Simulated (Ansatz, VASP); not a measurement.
This is a calculation of FePt for VASP 6.6.1.

File INCAR:

```
SYSTEM = FePt
PREC     = Accurate       ! precision mode
ENCUT    = 520            ! plane-wave cutoff, eV
EDIFF    = 1E-6           ! SCF threshold, eV
ISMEAR   = 0              ! smearing method
SIGMA    = 0.028000000000000004 ! smearing width, eV
LREAL    = .False.        ! projectors in reciprocal space
LASPH    = .True.         ! aspherical terms in the spheres
NELM     = 150            ! most SCF steps
ALGO     = Fast           ! electronic algorithm
ISIF     = 2              ! what is computed and relaxed
LWAVE    = .False.        ! write WAVECAR
LCHARG   = .False.        ! write CHGCAR
ISPIN    = 2              ! spin polarisation
MAGMOM   = 0 3            ! initial moments
LORBIT   = 11             ! projections on sites
LMAXMIX  = 4              ! l up to which the mixer works
GGA      = PE             ! functional
NBANDS   = 20             ! bands
```

KPOINTS

```
Automatic mesh
0
Gamma
  10 10 7
  0 0 0
```

The input POSCAR:

```
FePt
1.0
    2.7235000000      0.0000000000      0.0000000000
    0.0000000000      2.7235000000      0.0000000000
    0.0000000000      0.0000000000      3.7200000000
Pt Fe
1 1
Direct
    0.5000000000      0.5000000000      0.5000000000
    0.0000000000      0.0000000000      0.0000000000
```

Potentials or basis: VASP PAW PBE potentials, release 64 (Pt, Fe).

Launch:

```sh
$ cat potpaw_PBE.64/Pt/POTCAR potpaw_PBE.64/Fe/POTCAR > POTCAR
$ mpirun -np 1 vasp_std > vasp.out
```

Q: Set up the same calculation for Ansatz 0.2.0. Potentials there: Ansatz PAW.

A: As run (the cutoff follows the program's own potentials):

File input.yaml:

```yaml
crystal:
  lattice:
    - [2.7235, 0.0, 0.0]
    - [0.0, 2.7235, 0.0]
    - [0.0, 0.0, 3.72]
  atoms:
    - { symbol: Pt, position: [0.5, 0.5, 0.5] }
    - { symbol: Fe, position: [0.0, 0.0, 0.0], spin: 3.0 }
hamiltonian:
  xc: pbe
  pseudopotentials: { kind: paw }
magnetization:
  spin_polarized: true
kpoints:
  mp_grid: { grid: [10, 10, 7] }
scf:
  occupations: { method: gaussian, width: 0.028 }
output:
  forces: true
  stress: true
  eigenvalues: true
```

Potentials or basis: Ansatz PAW.

The run is started by

```console
$ ansatz run input.yaml --threads 2 --pin off --max-ram 5632MiB --backend cpu --events-out ev --progress --plain --runs-dir out
```

Both were run:

|  | VASP | Ansatz | Ansatz less VASP |
| --- | --- | --- | --- |
| gap on the k mesh at the Fermi level (eV) | none | none | - |
| pressure (GPa) | 2.8 | 3.3 | +0.57 |
| traceless stress, the component that is largest in VASP (GPa) | 0.36 | 0.28 | -0.079 |
| net moment per atom (μB) | 1.63 | 1.64 | +0.005 |
| size of the moment on the site where the two differ most (μB) | 0.33 | 0.39 | +0.061 |

Site moments also hang on the region over which each program counts them. A gap of «none» marks a metal or a gap that the smearing closes. VASP's potentials hold 18 valence electrons a cell and Ansatz's 34, so a difference there can come from the potentials and not from the codes.

Neither program's run includes spin-orbit coupling.
